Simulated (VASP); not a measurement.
# WSe2 in VASP: single point with PBE

Aim: the single point of WSe2 with PBE.

All numbers are computed with VASP 6.6.1; they aren't measurements. Logs are shortened: lines on timing, memory, paths and dates and some standing lists are left out, and cuts for length are marked.

## Step 1: The cell of the first run

The cell holds a slab with vacuum, 12 atoms: a = 3.321 Å, b = 3.321 Å, c = 34.893 Å, α = 90.00°, β = 90.00°, γ = 120.00°.

## Step 2: Single point, PBE (strain -0.1000 x Voigt [0, 0, 1, 0, 0, 0])

File INCAR:

```
ALGO = Normal ; EDIFF = 1E-6
ENCUT = 520 ; GGA = PE
ISIF = 2 ; ISMEAR = 0
LASPH = T ; LCHARG = F
LREAL = F ; LWAVE = F
NBANDS = 64 ; NELM = 60
PREC = Accurate ; SIGMA = 0.05
```

File KPOINTS:

```
k-points
0
Gamma
  12 12 1
```

File POSCAR:

```
WSe2
1.0
    3.3206779314      0.0000000000      0.0000000000
   -1.6603389657      2.8757914463      0.0000000000
    0.0000000000      0.0000000000     34.8930971022
W Se
4 8
Direct
    0.6666666667      0.3333333333      0.9017078408
    0.6666666667      0.3333333333      0.2946354236
    0.3333333333      0.6666666667      0.7053645764
    0.3333333333      0.6666666667      0.0982921592
    0.3333333333      0.6666666667      0.9449957770
    0.3333333333      0.6666666667      0.3379184716
    0.6666666667      0.3333333333      0.7486532095
    0.6666666667      0.3333333333      0.1415801562
    0.3333333333      0.6666666667      0.8584198438
    0.3333333333      0.6666666667      0.2513467905
    0.6666666667      0.3333333333      0.6620815284
    0.6666666667      0.3333333333      0.0550042230
```

Potentials or basis: VASP PAW PBE potentials, release 64 (W_sv, Se).

Command:

```console
> cat potpaw_PBE.64/W_sv/POTCAR potpaw_PBE.64/Se/POTCAR > POTCAR
> mpirun -np 1 vasp_std > vasp.out
```

OUTCAR:

```text
EDIFF = 1E-6
   ENCUT = 520
   GGA = PE
   ISIF = 2
   ISMEAR = 0
   LASPH = T
   LREAL = F
   NELM = 60
   PREC = Accurate

 ion  position               nearest neighbor table
   1  0.667  0.333  0.902-   5 2.44   5 2.44   5 2.44   9 2.44   9 2.44   9 2.44
   2  0.667  0.333  0.295-   6 2.44   6 2.44   6 2.44  10 2.44  10 2.44  10 2.44
   3  0.333  0.667  0.705-  11 2.44  11 2.44  11 2.44   7 2.44   7 2.44   7 2.44
   4  0.333  0.667  0.098-  12 2.44  12 2.44  12 2.44   8 2.44   8 2.44   8 2.44
   5  0.333  0.667  0.945-   1 2.44   1 2.44   1 2.44
   6  0.333  0.667  0.338-   2 2.44   2 2.44   2 2.44
   7  0.667  0.333  0.749-   3 2.44   3 2.44   3 2.44
   8  0.667  0.333  0.142-   4 2.44   4 2.44   4 2.44
   9  0.333  0.667  0.858-   1 2.44   1 2.44   1 2.44
  10  0.333  0.667  0.251-   2 2.44   2 2.44   2 2.44
  11  0.667  0.333  0.662-   3 2.44   3 2.44   3 2.44
  12  0.667  0.333  0.055-   4 2.44   4 2.44   4 2.44

  LATTYP: Found a hexagonal cell.
 ALAT       =     3.3206779314
 C/A-ratio  =    10.5078233490

  Lattice vectors:

 A1 = (   3.3206779314,   0.0000000000,   0.0000000000)
 A2 = (  -1.6603389657,   2.8757914463,   0.0000000000)
 A3 = (   0.0000000000,   0.0000000000,  34.8930971022)

Analysis of symmetry for initial positions (statically):
=====================================================================
 Subroutine PRICEL returns:
 Original cell was already a primitive cell.

 Routine SETGRP: Setting up the symmetry group for a
 hexagonal supercell.

 Subroutine GETGRP returns: Found 12 space group operations
 (whereof 12 operations were pure point group operations)
 out of a pool of 24 trial point group operations.

The static configuration has the point symmetry D_3d.

Analysis of symmetry for dynamics (positions and initial velocities):
=====================================================================
 Subroutine PRICEL returns:
 Original cell was already a primitive cell.

 Routine SETGRP: Setting up the symmetry group for a
 hexagonal supercell.

 Subroutine GETGRP returns: Found 12 space group operations
 (whereof 12 operations were pure point group operations)
 out of a pool of 24 trial point group operations.

The dynamic configuration has the point symmetry D_3d.

 Subroutine INISYM returns: Found 12 space group operations
 (whereof 12 operations are pure point group operations),
 and found     1 'primitive' translations

----------------------------------------------------------------------------------------

                                     Primitive cell

  volume of cell :     333.2143

  direct lattice vectors                    reciprocal lattice vectors
     3.320677931  0.000000000  0.000000000     0.301143327  0.173865181  0.000000000
    -1.660338966  2.875791446  0.000000000     0.000000000  0.347730362  0.000000000
     0.000000000  0.000000000 34.893097102     0.000000000  0.000000000  0.028658964

  length of vectors
     3.320677931  3.320677931 34.893097102     0.347730362  0.347730362  0.028658964

  position of ions in fractional coordinates (direct lattice)
     0.666666667  0.333333333  0.901707841
     0.666666667  0.333333333  0.294635424
     0.333333333  0.666666667  0.705364576
     0.333333333  0.666666667  0.098292159
     0.333333333  0.666666667  0.944995777
     0.333333333  0.666666667  0.337918472
     0.666666667  0.333333333  0.748653209
     0.666666667  0.333333333  0.141580156
     0.333333333  0.666666667  0.858419844
     0.333333333  0.666666667  0.251346791
     0.666666667  0.333333333  0.662081528
     0.666666667  0.333333333  0.055004223

  ion indices of the primitive-cell ions
   primitive index   ion index
                 1           1
                 2           2
                 3           3
                 4           4
                 5           5
                 6           6
                 7           7
                 8           8
                 9           9
                10          10
                11          11
                12          12

----------------------------------------------------------------------------------------

 KPOINTS: k-points

Automatic generation of k-mesh.
 Grid dimensions read from file:
 generate k-points for:   12   12    1

 Generating k-lattice:

  Cartesian coordinates                     Fractional coordinates (reciprocal lattice)
     0.025095277  0.014488765  0.000000000     0.083333333  0.000000000  0.000000000
     0.000000000  0.028977530  0.000000000     0.000000000  0.083333333  0.000000000
     0.000000000  0.000000000  0.028658964     0.000000000  0.000000000  1.000000000

  Length of vectors
     0.028977530  0.028977530  0.028658964

  Shift w.r.t. Gamma in fractional coordinates (k-lattice)
     0.000000000  0.000000000  0.000000000

 Subroutine IBZKPT returns following result:
 ===========================================

 Found     19 irreducible k-points:

 Following reciprocal coordinates:
            Coordinates               Weight
  0.000000  0.000000  0.000000      1.000000
  0.083333 -0.000000  0.000000      6.000000
  0.166667  0.000000  0.000000      6.000000
  0.250000  0.000000  0.000000      6.000000
  0.333333 -0.000000  0.000000      6.000000
  0.416667  0.000000  0.000000      6.000000
[... 11 lines left out ...]
  0.333333  0.250000  0.000000     12.000000
  0.333333  0.333333  0.000000      2.000000
   k-points           NKPTS =     19   k-points in BZ     NKDIM =     19   number of bands    NBANDS=     64
   number of dos      NEDOS =    301   number of ions     NIONS =     12
   total plane-waves  NPLWV = 211680
   dimension x,y,z NGX =    28 NGY =   28 NGZ =  270
   dimension x,y,z NGXF=    56 NGYF=   56 NGZF=  540
   ions per type =               4   8
   NGX,Y,Z   is equivalent  to a cutoff of  14.02, 14.02, 12.86 a.u.
   NGXF,Y,Z  is equivalent  to a cutoff of  28.04, 28.04, 25.73 a.u.
 SYSTEM =  unknown system
   PREC   = accura    normal or accurate (medium, high low for compatibility)
   ISTART =      0    job   : 0-new  1-cont  2-samecut
   ICHARG =      2    charge: 1-file 2-atom 10-const
   ISPIN  =      1    spin polarized calculation?
   LNONCOLLINEAR =      F non collinear calculations
   LSORBIT =      F    spin-orbit coupling
   LASPH  =      T    aspherical Exc in radial PAW
   ENCUT  =  520.0 eV  38.22 Ry    6.18 a.u.   6.17  6.17 64.88*2*pi/ulx,y,z
   NELM   =     60;   NELMIN=  2; NELMDL= -5     # of ELM steps
   EDIFF  = 0.1E-05   stopping-criterion for ELM
   LREAL  =      F    real-space projection
   EDIFFG = 0.1E-04   stopping-criterion for IOM
   NSW    =      0    number of steps for IOM
   IBRION =     -1    ionic relax: 0-MD 1-quasi-New 2-CG
   NFREE  =      0    steps in history (QN), initial steepest desc. (CG)
   ISIF   =      2    stress and relaxation
   ISYM   =      2    0-nonsym 1-usesym 2-fastsym
   POTIM  = 0.5000    time-step for ionic-motion
   TEBEG  =    0.0;   TEEND  =   0.0 temperature during run
   PSTRESS=    0.0 pullay stress
   NELECT =     104.0000    total number of electrons
   NUPDOWN=      -1.0000    fix difference up-down
   EMIN   =  10.00;   EMAX   =-10.00  energy-range for DOS
   EFERMI =   0.00;   METHOD = LEGACY
   ISMEAR =     0;   SIGMA  =   0.05  broadening in eV -4-tet -1-fermi 0-gaus
   EFERMI_NEDOS =   21; number of points for ismear=-14 and -15
   IALGO  =     38    algorithm
   IMIX   =      4    mixing-type and parameters
     AMIX     =   0.40;   BMIX     =  1.00
     AMIX_MAG =   1.60;   BMIX_MAG =  1.00
  volume/ion in A,a.u.               =      27.77       187.39
  Fermi-wavevector in a.u.,A,eV,Ry     =   1.110482  2.098506 16.778290  1.233170
  Thomas-Fermi vector in A             =   2.247034
   LORBIT       =      0    0 simple, 1 ext, 2 COOP (PROOUT), +10 PAW based schemes
   GGA     = PE    functional components
   LHFCALC =     F    Hartree Fock is set to
   AEXX    =    0.0000 exact exchange contribution
   IVDW    =     0    specifies the selected vdW correction
   LEPSILON=     F    determine dielectric tensor
   LRPA    =     F    only Hartree local field effects (RPA)
 non-spin polarized calculation
 Gauss-broadening in eV      SIGMA  =   0.05
  energy-cutoff  :      520.00
  volume of cell :      333.21
 maximum number of plane-waves:      9036
 NGX is ok and might be reduce to    28
   NGX = 13   NGY = 13   NGZ =129

 number of electron     104.0000001 magnetization

 Free energy of the ion-electron system (eV)
  ---------------------------------------------------
  ext. energy  EPLUGINS =         0.00000000
  ---------------------------------------------------
  free energy    TOTEN  =       -84.20329072 eV

  energy without entropy =      -84.20329072  energy(sigma->0) =      -84.20329072

 E-fermi :   3.6581     XC(G=0):  -8.1482

 val. band max:        3.4761011176   @ k =   0.0000   0.0000   0.0000
 cond. band min:       3.8526758349   @ k =   0.3333   0.3333   0.0000
 fundamental gap:      0.3765747173
 Fermi energy:         3.6580839606

 k-point     1 :       0.0000    0.0000    0.0000
  band No.  band energies     occupation
      1     -71.0393      2.00000
      2     -71.0393      2.00000
      3     -71.0384      2.00000
      4     -71.0384      2.00000
      5     -35.3216      2.00000
      6     -35.3216      2.00000
[... 56 lines left out ...]
     63       6.4681      0.00000
     64       6.4774      0.00000

 k-point     2 :       0.0833   -0.0000    0.0000
  band No.  band energies     occupation
      1     -71.0386      2.00000
      2     -71.0386      2.00000
      3     -71.0377      2.00000
      4     -71.0377      2.00000
      5     -35.3183      2.00000
      6     -35.3183      2.00000
[... 1128 lines left out ...]
     63       6.6228      0.00000
     64       6.7613      0.00000

 k-point    19 :       0.3333    0.3333    0.0000
  band No.  band energies     occupation
      1     -71.0281      2.00000
      2     -71.0281      2.00000
      3     -71.0272      2.00000
      4     -71.0272      2.00000
      5     -35.4702      2.00000
      6     -35.4702      2.00000
[... 56 lines left out ...]
     63       6.7091      0.00000
     64       6.7192      0.00000

------------------------ aborting loop because EDIFF is reached ----------------------------------------

  FORCE on cell =-STRESS in cart. coord.  units (eV):
  Direction    XX          YY          ZZ          XY          YZ          ZX
  --------------------------------------------------------------------------------------
  -------------------------------------------------------------------------------------
  Total       18.7516627     18.7516627     44.0393551     -0.0000000      0.0000000      0.0000000
  in kB       90.1626572     90.1626572    211.7521703     -0.0000000      0.0000000      0.0000000
  external PRESSURE =     130.6924949 kB  Pullay stress =       0.0000000 kB

 VOLUME and BASIS-vectors are now :
 -----------------------------------------------------------------------------
  energy-cutoff  :      520.00
  volume of cell :      333.21
      direct lattice vectors                 reciprocal lattice vectors
     3.320677931  0.000000000  0.000000000     0.301143327  0.173865181  0.000000000
    -1.660338966  2.875791446  0.000000000     0.000000000  0.347730362  0.000000000
     0.000000000  0.000000000 34.893097102     0.000000000  0.000000000  0.028658964

 POSITION                                       TOTAL-FORCE (eV/Angst)
 -----------------------------------------------------------------------------------
      1.66034      0.95860     31.46338        -0.000000     -0.000000      0.000144
      1.66034      0.95860     10.28074         0.000000     -0.000000      0.004650
     -0.00000      1.91719     24.61235        -0.000000      0.000000     -0.004650
     -0.00000      1.91719      3.42972         0.000000      0.000000     -0.000144
     -0.00000      1.91719     32.97383        -0.000000     -0.000000      3.608861
     -0.00000      1.91719     11.79102        -0.000000      0.000000      3.625675
      1.66034      0.95860     26.12283        -0.000000      0.000000      3.609612
      1.66034      0.95860      4.94017        -0.000000      0.000000      3.608540
     -0.00000      1.91719     29.95293         0.000000     -0.000000     -3.608540
     -0.00000      1.91719      8.77027         0.000000     -0.000000     -3.609612
      1.66034      0.95860     23.10208         0.000000      0.000000     -3.625675
      1.66034      0.95860      1.91927         0.000000      0.000000     -3.608861
 -----------------------------------------------------------------------------------
    total drift:                                0.000000     -0.000000      0.000000

  FREE ENERGIE OF THE ION-ELECTRON SYSTEM (eV)
  ---------------------------------------------------
  free  energy   TOTEN  =       -84.2032907236 eV

  energy  without entropy=      -84.2032907229  energy(sigma->0) =      -84.20329072
```

It took 21 min on 1 thread of Intel Xeon 8259CL, shared host; peak memory 0.68 GiB.

Results:

| Item | Value |
| --- | --- |
| Free energy | -84.2033 eV |
| Largest force | 3.626 eV/Å |
| Band gap on the k mesh | 0.38 eV (least direct gap 1.15 eV) |

Forces on the atoms (eV/Å):
```
W    0.000  0.000  0.000
W    0.000  0.000  0.005
W    0.000  0.000 -0.005
W    0.000  0.000  0.000
Se   0.000  0.000  3.609
Se   0.000  0.000  3.626
Se   0.000  0.000  3.610
Se   0.000  0.000  3.609
Se   0.000  0.000 -3.609
Se   0.000  0.000 -3.610
Se   0.000  0.000 -3.626
Se   0.000  0.000 -3.609
```

Levels at points of the mesh, in eV from the valence-band top:
```csv
k point,band 50,band 51,band 52,band 53,band 54,band 55
"(0.00, 0.00, 0.00)",-0.37,-0.14,0.00,2.41,2.41,2.41
"(0.50, 0.00, 0.00)",-1.63,-1.60,-1.59,1.52,1.52,1.53
```

Caveat: the cell differs from its parent crystal (strain -0.1000 x Voigt [0, 0, 1, 0, 0, 0]); spin-orbit coupling is left out, which moves the levels of the heavy elements.
